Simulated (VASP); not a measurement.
Input of a VASP 6.6.1 run:

File INCAR:

```
SYSTEM = Ga2As2H
ALGO = Normal
DIPOL = 0.5 0.5 0.339
EDIFF = 1E-6
ENCUT = 520
GGA = PE
IDIPOL = 3
ISIF = 2
ISMEAR = 0
ISPIN = 2
LASPH = .True.
LCHARG = .True.
LDIPOL = .True.
LELF = .True.
LORBIT = 11
LREAL = .False.
LVACPOTAV = .True.
LVHAR = .True.
LWAVE = .False.
MAGMOM = 0 0 0 0 1
NBANDS = 30
NELM = 150
PREC = Accurate
SIGMA = 0.05
```

Contents of KPOINTS:

```
k-points
0
Gamma
  7 7 1
  0 0 0
```

File POSCAR:

```
Ga2As2H
1.0
    4.0629609257      0.0000000000      0.0000000000
    0.0000000000      4.0629609257      0.0000000000
    0.0000000000      0.0000000000     19.8904986560
As Ga H
2 2 1
Direct
    0.0000000000      0.5000000000      0.2011010417
    0.5000000000      0.0000000000      0.3511019680
    0.5000000000      0.5000000000      0.2733201266
    0.0000000000      0.0000000000      0.4218345051
    0.0000000000      0.5000000000      0.4500600759
```

Potentials or basis: VASP PAW PBE potentials, release 64 (As, Ga_d, H).

The run is started by

```bash
$ cat potpaw_PBE.64/As/POTCAR potpaw_PBE.64/Ga_d/POTCAR potpaw_PBE.64/H/POTCAR > POTCAR
$ mpirun -np 1 vasp_std > vasp.out
```

(1) What does it give for the largest force?

(2) Predict the site moments.

## Answers

(1) 0.393 eV/Å.

(2) As +0.06, +0.00; Ga -0.00; H +0.00 μB.
